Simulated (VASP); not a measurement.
# ZrS (Fm-3m) in VASP: notebook

ZrS is run at these levels: r2SCAN; tasks: single point.

Everything below comes from runs of VASP 6.6.1. Logs are shortened: lines on timing, memory, paths and dates and some standing lists are left out, and cuts for length are marked.

## Step 1: The cell of the first run

It takes space group Fm-3m (No. 225, cubic). Conventional cell: a = 5.007 Å, b = 5.007 Å, c = 5.007 Å, α = 90.00°, β = 90.00°, γ = 90.00°. Within 3.3 Å of Zr (site symmetry m-3m) lie 6 S at 2.50 Å. S (site symmetry m-3m) has 6 Zr at 2.50 Å within 3.3 Å.

## Step 2: Single point, r2SCAN (volume scaled by 0.88)

File POSCAR:

```
ZrS
1.0
    0.0000000000      2.5034828589      2.5034828589
    2.5034828589      0.0000000000      2.5034828589
    2.5034828589      2.5034828589      0.0000000000
Zr S
1 1
Direct
    0.0000000000      0.0000000000      0.0000000000
    0.5000000000      0.5000000000      0.5000000000
```

File INCAR.step1:

```
SYSTEM = ZrS
PREC     = Accurate       ! precision mode
ENCUT    = 520            ! plane-wave cutoff, eV
ISMEAR   = 0              ! smearing method
SIGMA    = 0.1            ! smearing width, eV
LREAL    = .FALSE.        ! projectors in reciprocal space
LASPH    = .TRUE.         ! aspherical terms in the spheres
NELM     = 100            ! most SCF steps
NBANDS   = 16             ! bands
GGA      = PE             ! functional
ALGO     = Normal         ! electronic algorithm
EDIFF    = 1E-4           ! SCF threshold, eV
LWAVE    = .TRUE.         ! write WAVECAR
LCHARG   = .FALSE.        ! write CHGCAR
```

File INCAR.step2:

```
SYSTEM = ZrS
PREC     = Accurate       ! precision mode
ENCUT    = 520            ! plane-wave cutoff, eV
EDIFF    = 1E-6           ! SCF threshold, eV
ISMEAR   = 0              ! smearing method
SIGMA    = 0.1            ! smearing width, eV
LREAL    = .FALSE.        ! projectors in reciprocal space
LASPH    = .TRUE.         ! aspherical terms in the spheres
NELM     = 100            ! most SCF steps
ALGO     = Normal         ! electronic algorithm
ISIF     = 2              ! what is computed and relaxed
LWAVE    = .FALSE.        ! write WAVECAR
LCHARG   = .FALSE.        ! write CHGCAR
METAGGA  = R2SCAN         ! meta-GGA
LMIXTAU  = .TRUE.       
NBANDS   = 16             ! bands
ISTART   = 1
```

File KPOINTS:

```
Automatic mesh
0
G
  14 14 14
  0 0 0
```

Potentials or basis: VASP PAW PBE potentials, release 64 (Zr_sv, S).

Launch:

```
> cat potpaw_PBE.64/Zr_sv/POTCAR potpaw_PBE.64/S/POTCAR > POTCAR
> cp INCAR.step1 INCAR
> mpirun -np 1 vasp_std > vasp.out
> cp INCAR.step2 INCAR
> mpirun -np 1 vasp_std > vasp.out
```

OUTCAR:

```text
SYSTEM = ZrS
   PREC = Accurate
   ENCUT = 520
   EDIFF = 1E-6
   ISMEAR = 0
   LREAL = .FALSE.
   LASPH = .TRUE.
   NELM = 100
   ISIF = 2
   METAGGA = R2SCAN
   ISTART = 1

 ion  position               nearest neighbor table
   1  0.000  0.000  0.000-   2 2.50   2 2.50   2 2.50   2 2.50   2 2.50   2 2.50
   2  0.500  0.500  0.500-   1 2.50   1 2.50   1 2.50   1 2.50   1 2.50   1 2.50

  LATTYP: Found a face centered cubic cell.
 ALAT       =     5.0069657178

  Lattice vectors:

 A1 = (   0.0000000000,   2.5034828589,   2.5034828589)
 A2 = (   2.5034828589,   0.0000000000,   2.5034828589)
 A3 = (   2.5034828589,   2.5034828589,   0.0000000000)

Analysis of symmetry for initial positions (statically):
=====================================================================
 Subroutine PRICEL returns:
 Original cell was already a primitive cell.

 Routine SETGRP: Setting up the symmetry group for a
 face centered cubic supercell.

 Subroutine GETGRP returns: Found 48 space group operations
 (whereof 48 operations were pure point group operations)
 out of a pool of 48 trial point group operations.

The static configuration has the point symmetry O_h .

Analysis of symmetry for dynamics (positions and initial velocities):
=====================================================================
 Subroutine PRICEL returns:
 Original cell was already a primitive cell.

 Routine SETGRP: Setting up the symmetry group for a
 face centered cubic supercell.

 Subroutine GETGRP returns: Found 48 space group operations
 (whereof 48 operations were pure point group operations)
 out of a pool of 48 trial point group operations.

The dynamic configuration has the point symmetry O_h .

 Subroutine INISYM returns: Found 48 space group operations
 (whereof 48 operations are pure point group operations),
 and found     1 'primitive' translations

----------------------------------------------------------------------------------------

                                     Primitive cell

  volume of cell :      31.3808

  direct lattice vectors                    reciprocal lattice vectors
     0.000000000  2.503482859  2.503482859    -0.199721759  0.199721759  0.199721759
     2.503482859  0.000000000  2.503482859     0.199721759 -0.199721759  0.199721759
     2.503482859  2.503482859  0.000000000     0.199721759  0.199721759 -0.199721759

  length of vectors
     3.540459412  3.540459412  3.540459412     0.345928234  0.345928234  0.345928234

  position of ions in fractional coordinates (direct lattice)
     0.000000000  0.000000000  0.000000000
     0.500000000  0.500000000  0.500000000

  ion indices of the primitive-cell ions
   primitive index   ion index
                 1           1
                 2           2

----------------------------------------------------------------------------------------

 KPOINTS: Automatic mesh

Automatic generation of k-mesh.
 Grid dimensions read from file:
 generate k-points for:   14   14   14

 Generating k-lattice:

  Cartesian coordinates                     Fractional coordinates (reciprocal lattice)
    -0.014265840  0.014265840  0.014265840     0.071428571  0.000000000  0.000000000
     0.014265840 -0.014265840  0.014265840     0.000000000  0.071428571  0.000000000
     0.014265840  0.014265840 -0.014265840     0.000000000  0.000000000  0.071428571

  Length of vectors
     0.024709160  0.024709160  0.024709160

  Shift w.r.t. Gamma in fractional coordinates (k-lattice)
     0.000000000  0.000000000  0.000000000

 Subroutine IBZKPT returns following result:
 ===========================================

 Found    104 irreducible k-points:

 Following reciprocal coordinates:
            Coordinates               Weight
  0.000000  0.000000  0.000000      1.000000
  0.071429  0.000000  0.000000      8.000000
  0.142857  0.000000  0.000000      8.000000
  0.214286  0.000000  0.000000      8.000000
  0.285714  0.000000  0.000000      8.000000
  0.357143  0.000000  0.000000      8.000000
[... 16 lines left out ...]
  0.214286  0.142857  0.000000     24.000000
  0.285714  0.142857  0.000000     24.000000
 [... further k-points ...]
   k-points           NKPTS =    104   k-points in BZ     NKDIM =    104   number of bands    NBANDS=     16
   number of dos      NEDOS =    301   number of ions     NIONS =      2
   total plane-waves  NPLWV =  21952
   dimension x,y,z NGX =    28 NGY =   28 NGZ =   28
   dimension x,y,z NGXF=    56 NGYF=   56 NGZF=   56
   ions per type =               1   1
   NGX,Y,Z   is equivalent  to a cutoff of  13.15, 13.15, 13.15 a.u.
   NGXF,Y,Z  is equivalent  to a cutoff of  26.30, 26.30, 26.30 a.u.
 SYSTEM =  ZrS
   PREC   = accura    normal or accurate (medium, high low for compatibility)
   ISTART =      1    job   : 0-new  1-cont  2-samecut
   ICHARG =      0    charge: 1-file 2-atom 10-const
   ISPIN  =      1    spin polarized calculation?
   LNONCOLLINEAR =      F non collinear calculations
   LSORBIT =      F    spin-orbit coupling
   LASPH  =      T    aspherical Exc in radial PAW
   ENCUT  =  520.0 eV  38.22 Ry    6.18 a.u.   6.58  6.58  6.58*2*pi/ulx,y,z
   NELM   =    100;   NELMIN=  2; NELMDL=  0     # of ELM steps
   EDIFF  = 0.1E-05   stopping-criterion for ELM
   LREAL  =      F    real-space projection
   EDIFFG = 0.1E-04   stopping-criterion for IOM
   NSW    =      0    number of steps for IOM
   IBRION =     -1    ionic relax: 0-MD 1-quasi-New 2-CG
   NFREE  =      0    steps in history (QN), initial steepest desc. (CG)
   ISIF   =      2    stress and relaxation
   ISYM   =      2    0-nonsym 1-usesym 2-fastsym
   POTIM  = 0.5000    time-step for ionic-motion
   TEBEG  =    0.0;   TEEND  =   0.0 temperature during run
   PSTRESS=    0.0 pullay stress
   NELECT =      18.0000    total number of electrons
   NUPDOWN=      -1.0000    fix difference up-down
   EMIN   =  10.00;   EMAX   =-10.00  energy-range for DOS
   EFERMI =   0.00;   METHOD = LEGACY
   ISMEAR =     0;   SIGMA  =   0.10  broadening in eV -4-tet -1-fermi 0-gaus
   EFERMI_NEDOS =   21; number of points for ismear=-14 and -15
   IALGO  =     38    algorithm
   IMIX   =      4    mixing-type and parameters
     AMIX     =   0.40;   BMIX     =  1.00
     AMIX_MAG =   1.60;   BMIX_MAG =  1.00
  volume/ion in A,a.u.               =      15.69       105.88
  Fermi-wavevector in a.u.,A,eV,Ry     =   1.360226  2.570454 25.173697  1.850215
  Thomas-Fermi vector in A             =   2.486906
   LORBIT       =      0    0 simple, 1 ext, 2 COOP (PROOUT), +10 PAW based schemes
   METAGGA = R2SCAN    functional components
   LHFCALC =     F    Hartree Fock is set to
   AEXX    =    0.0000 exact exchange contribution
   IVDW    =     0    specifies the selected vdW correction
   LEPSILON=     F    determine dielectric tensor
   LRPA    =     F    only Hartree local field effects (RPA)
 non-spin polarized calculation
 Gauss-broadening in eV      SIGMA  =   0.10
  energy-cutoff  :      520.00
  volume of cell :       31.38
 maximum number of plane-waves:       877
   NGX = 13   NGY = 13   NGZ = 13

 number of electron      18.0000001 magnetization

 Free energy of the ion-electron system (eV)
  ---------------------------------------------------
  ext. energy  EPLUGINS =         0.00000000
  ---------------------------------------------------
  free energy    TOTEN  =       -33.60296487 eV

  energy without entropy =      -33.59659592  energy(sigma->0) =      -33.59978040

 E-fermi :  12.7816     XC(G=0): -12.7530

 val. band max:       12.7704175095   @ k =   0.0714   0.0714   0.0000
 cond. band min:      12.7855312158   @ k =   0.2857   0.2143   0.0000
 fundamental gap:      0.0151137063
 Fermi energy:        12.7815599613

 k-point     1 :       0.0000    0.0000    0.0000
  band No.  band energies     occupation
      1     -38.7576      2.00000
      2     -16.0402      2.00000
      3     -16.0402      2.00000
      4     -16.0402      2.00000
      5      -4.6891      2.00000
      6       8.7958      2.00000
[... 8 lines left out ...]
     15      20.5219      0.00000
     16      26.7359      0.00000

 k-point     2 :       0.0714    0.0000    0.0000
  band No.  band energies     occupation
      1     -38.7548      2.00000
      2     -16.0750      2.00000
      3     -16.0427      2.00000
      4     -16.0427      2.00000
      5      -4.5972      2.00000
      6       8.3338      2.00000
[... 8 lines left out ...]
     15      20.7957      0.00000
     16      26.2558      0.00000

 k-point     3 :       0.1429    0.0000    0.0000
  band No.  band energies     occupation
      1     -38.7469      2.00000
      2     -16.1709      2.00000
      3     -16.0497      2.00000
      4     -16.0497      2.00000
      5      -4.3344      2.00000
      6       7.3554      2.00000
[... 8 lines left out ...]
     15      21.4932      0.00000
     16      25.2835      0.00000

 k-point     4 :       0.2143    0.0000    0.0000
  band No.  band energies     occupation
      1     -38.7356      2.00000
      2     -16.3053      2.00000
      3     -16.0598      2.00000
      4     -16.0598      2.00000
      5      -3.9377      2.00000
      6       6.2620      2.00000
[... 8 lines left out ...]
     15      22.0686      0.00000
     16      24.2541      0.00000
[... 324 lines left out ...]
 k-point    22 :       0.1429    0.1429    0.0000
  band No.  band energies     occupation
      1     -38.7434      2.00000
      2     -16.1617      2.00000
      3     -16.0767      2.00000
      4     -16.0767      2.00000
      5      -4.2603      2.00000
      6       6.5036      2.00000
[... 8 lines left out ...]
     15      21.8604      0.00000
     16      24.6728      0.00000

 k-point    23 :       0.2143    0.1429    0.0000
  band No.  band energies     occupation
      1     -38.7350      2.00000
      2     -16.2452      2.00000
      3     -16.0937      2.00000
      4     -16.0870      2.00000
      5      -4.0189      2.00000
      6       5.8794      2.00000
[... 8 lines left out ...]
     15      22.4565      0.00000
     16      23.8143      0.00000

 k-point    24 :       0.2857    0.1429    0.0000
  band No.  band energies     occupation
      1     -38.7240      2.00000
      2     -16.3609      2.00000
      3     -16.1088      2.00000
      4     -16.0978      2.00000
      5      -3.6862      2.00000
      6       5.3087      2.00000
[... 8 lines left out ...]
     15      22.4919      0.00000
     16      22.7475      0.00000

 [... further k-points ...]

------------------------ aborting loop because EDIFF is reached ----------------------------------------

  FORCE on cell =-STRESS in cart. coord.  units (eV):
  Direction    XX          YY          ZZ          XY          YZ          ZX
  --------------------------------------------------------------------------------------
  -------------------------------------------------------------------------------------
  Total        4.6304290      4.6304290      4.6304290      0.0000000      0.0000000      0.0000000
  in kB      236.4111446    236.4111446    236.4111446      0.0000000      0.0000000      0.0000000
  external PRESSURE =     236.4111446 kB  Pullay stress =       0.0000000 kB

 VOLUME and BASIS-vectors are now :
 -----------------------------------------------------------------------------
  energy-cutoff  :      520.00
  volume of cell :       31.38
      direct lattice vectors                 reciprocal lattice vectors
     0.000000000  2.503482859  2.503482859    -0.199721759  0.199721759  0.199721759
     2.503482859  0.000000000  2.503482859     0.199721759 -0.199721759  0.199721759
     2.503482859  2.503482859  0.000000000     0.199721759  0.199721759 -0.199721759

 POSITION                                       TOTAL-FORCE (eV/Angst)
 -----------------------------------------------------------------------------------
      0.00000      0.00000      0.00000        -0.000000      0.000000      0.000000
      2.50348      2.50348      2.50348         0.000000     -0.000000     -0.000000
 -----------------------------------------------------------------------------------
    total drift:                                0.000000      0.000000      0.000000

  FREE ENERGIE OF THE ION-ELECTRON SYSTEM (eV)
  ---------------------------------------------------
  free  energy   TOTEN  =       -33.6029648738 eV

  energy  without entropy=      -33.5965959178  energy(sigma->0) =      -33.59978040
```

Wall time 2.2 min (1 thread of AMD EPYC 9R45 (Zen 5), shared host); peak memory 0.17 GiB.

Results:

```yaml
Free_energy: -33.6030 eV
Pressure: 23.6 GPa
Band_gap_on_the_k_mesh: zero (band 9 reaches 14.67 eV, above the bottom of band 10 at 11.01 eV)
```

Caveat: the PAW data sets were made with another functional, which shifts forces and pressure a little.

## Step 3: Single point, r2SCAN (volume scaled by 0.91)

File POSCAR:

```
ZrS
1.0
    0.0000000000      2.5316142344      2.5316142344
    2.5316142344      0.0000000000      2.5316142344
    2.5316142344      2.5316142344      0.0000000000
Zr S
1 1
Direct
    0.0000000000      0.0000000000      0.0000000000
    0.5000000000      0.5000000000      0.5000000000
```

File INCAR.step1:

```
SYSTEM = ZrS
ALGO = Normal ; EDIFF = 1E-4
ENCUT = 520 ; GGA = PE
ISMEAR = 0 ; LASPH = .TRUE.
LCHARG = .FALSE. ; LREAL = .FALSE.
LWAVE = .TRUE. ; NBANDS = 16
NELM = 100 ; PREC = Accurate
SIGMA = 0.1
```

File INCAR.step2:

```
SYSTEM = ZrS
ALGO = Normal ; EDIFF = 1E-6
ENCUT = 520 ; ISIF = 2
ISMEAR = 0 ; ISTART = 1
LASPH = .TRUE. ; LCHARG = .FALSE.
LMIXTAU = .TRUE. ; LREAL = .FALSE.
LWAVE = .FALSE. ; METAGGA = R2SCAN
NBANDS = 16 ; NELM = 100
PREC = Accurate ; SIGMA = 0.1
```

File KPOINTS:

```
k-points
0
G
  14 14 14
  0 0 0
```

Potentials or basis: VASP PAW PBE potentials, release 64 (Zr_sv, S).

Launch:

```
> cat potpaw_PBE.64/Zr_sv/POTCAR potpaw_PBE.64/S/POTCAR > POTCAR
> cp INCAR.step1 INCAR
> mpirun -np 1 vasp_std > vasp.out
> cp INCAR.step2 INCAR
> mpirun -np 1 vasp_std > vasp.out
```

Run time: 2.2 min. Hardware: 1 thread of AMD EPYC 9R45 (Zen 5), shared host; peak memory 0.17 GiB.

Results (log left out):

- Free energy: -33.7356 eV
- Pressure: 16.2 GPa
- Band gap on the k mesh: zero (band 9 reaches 14.12 eV, above the bottom of band 10 at 10.65 eV)

Levels at points of the mesh, in eV from the Fermi level:
```csv
k point,band 5,band 6,band 7,band 8,band 9,band 10,band 11,band 12,band 13,band 14
"(0.00, 0.00, 0.00)",-17.32,-4.00,-4.00,-4.00,-1.69,-1.69,-1.69,-0.85,-0.85,3.34
"(0.50, 0.00, 0.00)",-15.28,-9.08,-6.90,-6.90,1.79,1.79,2.17,2.27,6.27,6.27
"(0.50, 0.50, 0.00)",-16.38,-6.92,-5.00,-5.00,-4.09,0.57,2.85,2.85,3.58,4.53
```

Caveat: the PAW data sets were made with another functional, which shifts forces and pressure a little.

## Step 4: Single point, r2SCAN (volume scaled by 0.94)

File POSCAR:

```
ZrS
1.0
    0.0000000000      2.5591339364      2.5591339364
    2.5591339364      0.0000000000      2.5591339364
    2.5591339364      2.5591339364      0.0000000000
Zr S
1 1
Direct
    0.0000000000      0.0000000000      0.0000000000
    0.5000000000      0.5000000000      0.5000000000
```

File INCAR.step1:

```
SYSTEM = ZrS
PREC = Accurate ; ENCUT = 520
ISMEAR = 0 ; SIGMA = 0.1
LREAL = .False. ; LASPH = .True.
NELM = 80 ; NBANDS = 16
GGA = PE ; ALGO = Normal
EDIFF = 1E-4 ; LWAVE = .True.
LCHARG = .False.
```

File INCAR.step2:

```
SYSTEM = ZrS
PREC = Accurate ; ENCUT = 520
EDIFF = 1E-6 ; ISMEAR = 0
SIGMA = 0.1 ; LREAL = .False.
LASPH = .True. ; NELM = 80
ALGO = Normal ; ISIF = 2
LWAVE = .False. ; LCHARG = .False.
METAGGA = R2SCAN ; LMIXTAU = .True.
NBANDS = 16 ; ISTART = 1
```

File KPOINTS:

```
regular mesh
0
Gamma
  14 14 14
  0 0 0
```

Launch:

```
> cat potpaw_PBE.64/Zr_sv/POTCAR potpaw_PBE.64/S/POTCAR > POTCAR
> cp INCAR.step1 INCAR
> mpirun -np 1 vasp_std > vasp.out
> cp INCAR.step2 INCAR
> mpirun -np 1 vasp_std > vasp.out
```

It took 2.2 min on 1 thread of AMD EPYC 9R45 (Zen 5), shared host; peak memory 0.17 GiB.

It converged, with:

```
Free energy            : -33.8224 eV
Pressure               : 9.9 GPa
Band gap on the k mesh : zero (band 9 reaches 13.60 eV, above the bottom of band 10 at 10.31 eV)
```

Levels at points of the mesh, in eV from the Fermi level:
| k point | band 6 | band 7 | band 8 | band 9 | band 10 | band 11 | band 12 | band 13 |
| --- | --- | --- | --- | --- | --- | --- | --- | --- |
| (0.00, 0.00, 0.00) | -4.01 | -4.01 | -4.01 | -1.61 | -1.61 | -1.61 | -0.80 | -0.80 |
| (0.50, 0.00, 0.00) | -8.91 | -6.77 | -6.77 | 1.69 | 1.69 | 2.13 | 2.14 | 6.18 |
| (0.50, 0.50, 0.00) | -6.89 | -5.00 | -5.00 | -3.92 | 0.56 | 2.70 | 2.70 | 3.41 |

Caveat: the PAW data sets were made with another functional, which shifts forces and pressure a little.

(Part 1 of 2 ends here.)
